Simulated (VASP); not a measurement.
Runs of VASP 6.6.1 on TaSb. The structure is that of space group F-43m (No. 216), or close to it. The cells are those of the table. 

```csv
level,cell,k mesh,gap on the mesh (eV),pressure (GPa)
PBE,"a = 3.936 Å, angles 60.0°, 2 atoms",6 × 6 × 6,none,57.3
r2SCAN,"a = 4.445 Å, angles 60.0°, 2 atoms",10 × 10 × 10,none,-1.2
PBE,"a = 4.088 Å, angles 60.0°, 2 atoms",6 × 6 × 6,none,31.3
PBE,"a = 4.408 Å, angles 60.0°, 2 atoms",6 × 6 × 6,none,1.9
r2SCAN,"a = 4.447 Å, angles 60.0°, 2 atoms",10 × 10 × 10,none,-1.3
r2SCAN,"a = 4.358 Å, angles 60.0°, 2 atoms",10 × 10 × 10,none,3.8
r2SCAN,"a = 4.418 Å, angles 60.0°, 2 atoms",10 × 10 × 10,none,0.2
PBE,"a = 4.245 Å, angles 60.0°, 2 atoms",6 × 6 × 6,none,13.7
PBE,"a = 4.445 Å, angles 60.0°, 2 atoms",6 × 6 × 6,none,(a)
r2SCAN,"a = 4.388 Å, angles 60.0°, 2 atoms",10 × 10 × 10,none,1.9
r2SCAN,"a = 4.476 Å, angles 60.0°, 2 atoms",10 × 10 × 10,none,(b)
r2SCAN,"a = 4.431 Å, angles 60.0°, 2 atoms",10 × 10 × 10,none,(c)
```

Alike in all rows: task single point; potentials or basis VASP PAW PBE potentials, release 64 (Ta_pv, Sb); no spin polarisation; cutoff (eV) 520; smearing gaussian 0.05 eV.

Question: Estimate the missing entries.

Answer: (a) 0.0; (b) -2.7; (c) -0.5.

Caveats: spin-orbit coupling is left out, which moves the levels of the heavy elements; the PAW data sets were made with another functional, which shifts forces and pressure a little (some runs).

A k mesh can miss the band edges, and the runs leave out spin-orbit coupling on Sb, Ta.

A gap of «none» marks levels without a gap at the run's occupations.
